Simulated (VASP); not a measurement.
Write the native input for VASP 6.6.1 that does the following.

| Property | Result |
| --- | --- |
| Task | single point |
| Functional | PBEsol |
| Potentials or basis | VASP PAW PBE potentials, release 64 (K_sv, F, Rh_pv, Na_pv) |
| Cutoff | 520 eV |
| k mesh | 3 × 3 × 3 |
| Occupations | fermi-dirac, width 0.05 eV |
| Spin | no spin polarisation |
| Dipole correction | no |
| Further INCAR settings | ALGO = Normal; EDIFF = 1e-06; NBANDS = 46 |

The structure of KNaRhF6 (a cell with a defect) lies in POSCAR:

```
KNaRhF6
1.0
    0.0000000000      4.2112070000      4.2112070000
    4.2112070000      0.0000000000      4.2112070000
    4.2112070000      4.2112070000      0.0000000000
K F Rh Na
1 6 1 1
Direct
    0.8745368014      0.8743202365      0.6257444718
    0.7577840510      0.2396321292      0.2156800889
    0.2395106676      0.7574954164      0.2162023857
    0.2408437771      0.7583761615      0.7856179950
    0.7593704133      0.2406105898      0.7848737903
    0.2258286045      0.2249293374      0.7756042389
    0.7726812052      0.7729286402      0.2257593844
   -0.0002354432     -0.0005714514      0.0002178710
    0.5009024729      0.5004624565      0.4990718813
```

One way to write it, as run:

INCAR

```
SYSTEM = KNaRhF6
PREC = Accurate
ENCUT = 520
EDIFF = 1E-6
ISMEAR = -1
SIGMA = 0.05
LREAL = .FALSE.
LASPH = .TRUE.
NELM = 60
ALGO = Normal
ISIF = 2
LWAVE = .FALSE.
LCHARG = .FALSE.
GGA = PS
NBANDS = 46
```

KPOINTS

```
Automatic mesh
0
G
  3 3 3
  0 0 0
```

Potentials or basis: VASP PAW PBE potentials, release 64 (K_sv, F, Rh_pv, Na_pv).

The run is started by

```console
$ cat potpaw_PBE.64/K_sv/POTCAR potpaw_PBE.64/F/POTCAR potpaw_PBE.64/Rh_pv/POTCAR potpaw_PBE.64/Na_pv/POTCAR > POTCAR
$ mpirun -np 1 vasp_std > vasp.out
```

Results of the run:

```json
{
  "Pressure": "1.3 GPa",
  "Largest force": "1.286 eV/Å",
  "Band gap on the k mesh": "zero (an odd number of electrons rules out a gap without spin polarisation)"
}
```

Caveat: the k points lie up to 0.43 Å⁻¹ apart, too coarse for converged energies and pressures of a metal; the PAW data sets were made with another functional, which shifts forces and pressure a little; an odd number of electrons without spin polarisation forces a metal; a magnetic or distorted state may lie lower.

It took 7.4 min on 1 thread of Intel Xeon 8259CL, with other jobs on the host, peak memory 0.37 GiB.
